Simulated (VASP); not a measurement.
# GaGe (F-43m) in VASP: notebook

The runs below take GaGe through single point, with LDA, PBE.

Everything below comes from runs of VASP 6.6.1. Logs are shortened: lines on timing, memory, paths and dates and some standing lists are left out, and cuts for length are marked.

### Step 1. The cell of the first run

It takes space group F-43m (No. 216, cubic). The conventional cell has a = 5.796 Å, b = 5.796 Å, c = 5.796 Å, α = 90.00°, β = 90.00°, γ = 90.00°. Ge (site symmetry -43m) has 4 Ga at 2.51 Å within 3.3 Å. Ga (site symmetry -43m) has 4 Ge at 2.51 Å within 3.3 Å.

### Step 2. Single point, LDA, non-collinear spin, zero start, spin-orbit coupling

The input, INCAR:

```
ALGO = Normal
EDIFF = 1E-6
ENCUT = 520
GGA = CA
GGA_COMPAT = False
ISIF = 2
ISMEAR = -1
LASPH = True
LCHARG = True
LORBIT = 11
LORBMOM = True
LREAL = False
LSORBIT = True
LVHAR = True
LWAVE = False
MAGMOM = 0 0 0 0 0 0
NBANDS = 39
NELM = 150
PREC = Accurate
SIGMA = 0.05
```

The input, KPOINTS:

```
k-points
0
Gamma
  6 6 6
```

The input, POSCAR:

```
GaGe
1.0
    0.0000000000      2.8978440000      2.8978440000
    2.8978440000      0.0000000000      2.8978440000
    2.8978440000      2.8978440000      0.0000000000
Ge Ga
1 1
Direct
    0.0000000000      0.0000000000      0.0000000000
    0.2500000000      0.2500000000      0.2500000000
```

Potentials or basis: VASP PAW LDA potentials, release 64 (Ge_d, Ga_d).

Started as:

```
$ cat potpaw_LDA.64/Ge_d/POTCAR potpaw_LDA.64/Ga_d/POTCAR > POTCAR
$ mpirun -np 1 vasp_ncl > vasp.out
```

OUTCAR:

```text
EDIFF = 1E-6
   ENCUT = 520
   GGA = CA
   ISIF = 2
   ISMEAR = -1
   LASPH = True
   LORBIT = 11
   LREAL = False
   LSORBIT = True
   NELM = 150
   PREC = Accurate

 ion  position               nearest neighbor table
   1  0.000  0.000  0.000-   2 2.51   2 2.51   2 2.51   2 2.51
   2  0.250  0.250  0.250-   1 2.51   1 2.51   1 2.51   1 2.51

  LATTYP: Found a face centered cubic cell.
 ALAT       =     5.7956880000

  Lattice vectors:

 A1 = (   0.0000000000,   2.8978440000,   2.8978440000)
 A2 = (   2.8978440000,   0.0000000000,   2.8978440000)
 A3 = (   2.8978440000,   2.8978440000,   0.0000000000)

Analysis of symmetry for initial positions (statically):
=====================================================================
 Subroutine PRICEL returns:
 Original cell was already a primitive cell.

 Routine SETGRP: Setting up the symmetry group for a
 face centered cubic supercell.

 Subroutine GETGRP returns: Found 24 space group operations
 (whereof 24 operations were pure point group operations)
 out of a pool of 48 trial point group operations.

The static configuration has the point symmetry T_d .

Analysis of symmetry for dynamics (positions and initial velocities):
=====================================================================
 Subroutine PRICEL returns:
 Original cell was already a primitive cell.

 Routine SETGRP: Setting up the symmetry group for a
 face centered cubic supercell.

 Subroutine GETGRP returns: Found 24 space group operations
 (whereof 24 operations were pure point group operations)
 out of a pool of 48 trial point group operations.

The dynamic configuration has the point symmetry T_d .

Analysis of structural, dynamic, and magnetic symmetry:
=====================================================================
 Subroutine PRICEL returns:
 Original cell was already a primitive cell.

 Routine SETGRP: Setting up the symmetry group for a
 face centered cubic supercell.

 Subroutine GETGRP returns: Found 24 space group operations
 (whereof 24 operations were pure point group operations)
 out of a pool of 48 trial point group operations.

The overall configuration has the point symmetry T_d .

 Subroutine INISYM returns: Found 24 space group operations
 (whereof 24 operations are pure point group operations),
 and found     1 'primitive' translations

----------------------------------------------------------------------------------------

                                     Primitive cell

  volume of cell :      48.6693

  direct lattice vectors                    reciprocal lattice vectors
     0.000000000  2.897844000  2.897844000    -0.172542069  0.172542069  0.172542069
     2.897844000  0.000000000  2.897844000     0.172542069 -0.172542069  0.172542069
     2.897844000  2.897844000  0.000000000     0.172542069  0.172542069 -0.172542069

  length of vectors
     4.098170286  4.098170286  4.098170286     0.298851630  0.298851630  0.298851630

  position of ions in fractional coordinates (direct lattice)
     0.000000000  0.000000000  0.000000000
     0.250000000  0.250000000  0.250000000

  ion indices of the primitive-cell ions
   primitive index   ion index
                 1           1
                 2           2

----------------------------------------------------------------------------------------

 KPOINTS: k-points

Automatic generation of k-mesh.
 Grid dimensions read from file:
 generate k-points for:    6    6    6

 Generating k-lattice:

  Cartesian coordinates                     Fractional coordinates (reciprocal lattice)
    -0.028757012  0.028757012  0.028757012     0.166666667  0.000000000  0.000000000
     0.028757012 -0.028757012  0.028757012     0.000000000  0.166666667  0.000000000
     0.028757012  0.028757012 -0.028757012     0.000000000  0.000000000  0.166666667

[... 90 lines left out ...]

 number of electron      26.9999991 magnetization      -0.0000000     -0.0000000      0.0000000

 number of electron      26.9999991 magnetization       0.0000000      0.0000000     -0.0000000

 Free energy of the ion-electron system (eV)
  ---------------------------------------------------
  ext. energy  EPLUGINS =         0.00000000
  ---------------------------------------------------
  free energy    TOTEN  =        -8.43358781 eV

  energy without entropy =       -8.42006256  energy(sigma->0) =       -8.42682518

 E-fermi :   2.6988     XC(G=0):  -9.8950

 val. band max:        2.6956995135   @ k =  -0.3333  -0.1667   0.0000
 cond. band min:       2.7007568069   @ k =   0.3333   0.1667   0.0000
 fundamental gap:      0.0050572934
 Fermi energy:         2.6987512916

 k-point     1 :       0.0000    0.0000    0.0000
  band No.  band energies     occupation
      1     -21.6022      1.00000
      2     -21.6022      1.00000
      3     -21.6022      1.00000
      4     -21.6022      1.00000
      5     -21.0265      1.00000
      6     -21.0265      1.00000
[... 913 lines left out ...]
     38      14.8499      0.00000
     39      15.4011      0.00000

------------------------ aborting loop because EDIFF is reached ----------------------------------------

  FORCE on cell =-STRESS in cart. coord.  units (eV):
  Direction    XX          YY          ZZ          XY          YZ          ZX
  --------------------------------------------------------------------------------------
  -------------------------------------------------------------------------------------
  Total       -1.2586845     -1.2586845     -1.2586845     -0.0000000      0.0000000     -0.0000000
  in kB      -41.4354888    -41.4354888    -41.4354888     -0.0000000      0.0000000     -0.0000000
  external PRESSURE =     -41.4354888 kB  Pullay stress =       0.0000000 kB

 VOLUME and BASIS-vectors are now :
 -----------------------------------------------------------------------------
  energy-cutoff  :      520.00
  volume of cell :       48.67
      direct lattice vectors                 reciprocal lattice vectors
     0.000000000  2.897844000  2.897844000    -0.172542069  0.172542069  0.172542069
     2.897844000  0.000000000  2.897844000     0.172542069 -0.172542069  0.172542069
     2.897844000  2.897844000  0.000000000     0.172542069  0.172542069 -0.172542069

 POSITION                                       TOTAL-FORCE (eV/Angst)
 -----------------------------------------------------------------------------------
      0.00000      0.00000      0.00000        -0.000000     -0.000000      0.000000
      1.44892      1.44892      1.44892         0.000000      0.000000     -0.000000
 -----------------------------------------------------------------------------------
    total drift:                                0.000001      0.000001      0.000001

  FREE ENERGIE OF THE ION-ELECTRON SYSTEM (eV)
  ---------------------------------------------------
  free  energy   TOTEN  =        -8.4335878068 eV

  energy  without entropy=       -8.4200625591  energy(sigma->0) =       -8.42682518

 orbital moment (x)

 # of ion     p       d       tot
 ----------------------------------------
  1        -0.000   0.000  -0.000
  2         0.000   0.000   0.000
 ----------------------------------------
           -0.000   0.000  -0.000

 orbital moment (y)

 # of ion     p       d       tot
 ----------------------------------------
  1         0.000  -0.000   0.000
  2         0.000   0.000   0.000
 ----------------------------------------
            0.000  -0.000   0.000

 orbital moment (z)

 # of ion     p       d       tot
 ----------------------------------------
  1         0.000  -0.000   0.000
  2         0.000  -0.000   0.000
 ----------------------------------------
            0.000  -0.000   0.000

 Spin-Orbit-Coupling matrix elements

 Ion:    1  E_soc:     -0.0201245
 l=   1
     0.0000000    -0.0023964    -0.0023964
    -0.0023964     0.0000000    -0.0023964
    -0.0023964    -0.0023964     0.0000000
 l=   2
     0.0000000    -0.0001909     0.0000000    -0.0001909    -0.0007668
    -0.0001909     0.0000000    -0.0005751    -0.0001909    -0.0001917
     0.0000000    -0.0005751     0.0000000    -0.0005751     0.0000000
    -0.0001909    -0.0001909    -0.0005751     0.0000000    -0.0001917
    -0.0007668    -0.0001917     0.0000000    -0.0001917     0.0000000
 l=   3
     0.0000000     0.0000000     0.0000000     0.0000000     0.0000000     0.0000000     0.0000000
     0.0000000     0.0000000     0.0000000     0.0000000     0.0000000     0.0000000     0.0000000
     0.0000000     0.0000000     0.0000000     0.0000000     0.0000000     0.0000000     0.0000000
     0.0000000     0.0000000     0.0000000     0.0000000     0.0000000     0.0000000     0.0000000
     0.0000000     0.0000000     0.0000000     0.0000000     0.0000000     0.0000000     0.0000000
     0.0000000     0.0000000     0.0000000     0.0000000     0.0000000     0.0000000     0.0000000
     0.0000000     0.0000000     0.0000000     0.0000000     0.0000000     0.0000000     0.0000000

 Ion:    2  E_soc:     -0.0126690
 l=   1
     0.0000000    -0.0012640    -0.0012640
    -0.0012640     0.0000000    -0.0012640
    -0.0012640    -0.0012640     0.0000000
 l=   2
     0.0000000    -0.0001642     0.0000000    -0.0001642    -0.0006832
    -0.0001642     0.0000000    -0.0005124    -0.0001642    -0.0001708
     0.0000000    -0.0005124     0.0000000    -0.0005124     0.0000000
    -0.0001642    -0.0001642    -0.0005124     0.0000000    -0.0001708
    -0.0006832    -0.0001708     0.0000000    -0.0001708     0.0000000
 l=   3
     0.0000000     0.0000000     0.0000000     0.0000000     0.0000000     0.0000000     0.0000000
     0.0000000     0.0000000     0.0000000     0.0000000     0.0000000     0.0000000     0.0000000
     0.0000000     0.0000000     0.0000000     0.0000000     0.0000000     0.0000000     0.0000000
     0.0000000     0.0000000     0.0000000     0.0000000     0.0000000     0.0000000     0.0000000
     0.0000000     0.0000000     0.0000000     0.0000000     0.0000000     0.0000000     0.0000000
     0.0000000     0.0000000     0.0000000     0.0000000     0.0000000     0.0000000     0.0000000
     0.0000000     0.0000000     0.0000000     0.0000000     0.0000000     0.0000000     0.0000000

 total charge

# of ion       s       p       d       tot
------------------------------------------
    1        1.190   1.135   9.996  12.321
    2        0.963   0.738   9.954  11.655
--------------------------------------------------
tot          2.154   1.872  19.950  23.976

 magnetization (x)

# of ion       s       p       d       tot
------------------------------------------
    1       -0.000   0.000  -0.000   0.000
    2        0.000  -0.000   0.000  -0.000
--------------------------------------------------
tot          0.000  -0.000  -0.000  -0.000

 magnetization (y)

# of ion       s       p       d       tot
------------------------------------------
    1       -0.000   0.000  -0.000  -0.000
    2        0.000   0.000   0.000   0.000
--------------------------------------------------
tot         -0.000   0.000   0.000   0.000

 magnetization (z)

# of ion       s       p       d       tot
------------------------------------------
    1       -0.000  -0.000   0.000  -0.000
    2        0.000   0.000  -0.000   0.000
--------------------------------------------------
tot          0.000  -0.000  -0.000   0.000
```

Run time: 52 s. Hardware: 1 thread of Intel Xeon 6975P-C (Granite Rapids), shared host; peak memory 0.26 GiB.

Results:

```yaml
Free_energy: -8.4336 eV
Pressure: -4.1 GPa
Net_moment: 0.00 μB per cell
Valence_electrons_inside_the_program's_atomic_spheres: Ge 12.32; Ga 11.65
```

Moments on the atoms (μB; x, y, z):
```
Ge  0.00 0.00 0.00
Ga  0.00 0.00 0.00
```

### Step 3. Single point, PBE

The input, INCAR:

```
ALGO = Normal
EDIFF = 1E-7
ENCUT = 520
GGA = PE
ISIF = 2
ISMEAR = 0
LASPH = T
LCHARG = T
LELF = T
LREAL = F
LVHAR = T
LWAVE = F
NBANDS = 20
NELM = 100
PREC = Accurate
SIGMA = 0.1
```

The input, KPOINTS:

```
k-points
0
Gamma
  8 8 8
```

Edit POSCAR of step 2 so:

```diff
@@ -9,2 +9,2 @@
     0.0000000000      0.0000000000      0.0000000000
-    0.2500000000      0.2500000000      0.2500000000
+    0.7500000000      0.7500000000      0.7500000000
```

Potentials or basis: VASP PAW PBE potentials, release 64 (Ge_d, Ga_d).

Started as:

```
$ cat potpaw_PBE.64/Ge_d/POTCAR potpaw_PBE.64/Ga_d/POTCAR > POTCAR
$ mpirun -np 1 vasp_std > vasp.out
```

Wall time 48 s (1 thread of Intel Xeon 8259CL, shared host); peak memory 0.18 GiB.

Results (log left out):

```yaml
Free_energy: -7.0977 eV
Pressure: 0.3 GPa
```

Levels at points of the mesh, in eV from the Fermi level:
| k point | band 11 | band 12 | band 13 | band 14 | band 15 | band 16 | band 17 | band 18 |
| --- | --- | --- | --- | --- | --- | --- | --- | --- |
| (0.00, 0.00, 0.00) | -10.54 | 1.68 | 1.68 | 1.68 | 2.06 | 4.36 | 4.36 | 4.36 |
| (0.50, 0.00, 0.00) | -8.58 | -5.37 | 0.38 | 0.38 | 2.06 | 5.34 | 5.34 | 8.19 |
| (0.50, 0.50, 0.00) | -7.52 | -5.81 | -1.26 | -1.26 | 2.33 | 2.43 | 11.01 | 11.01 |
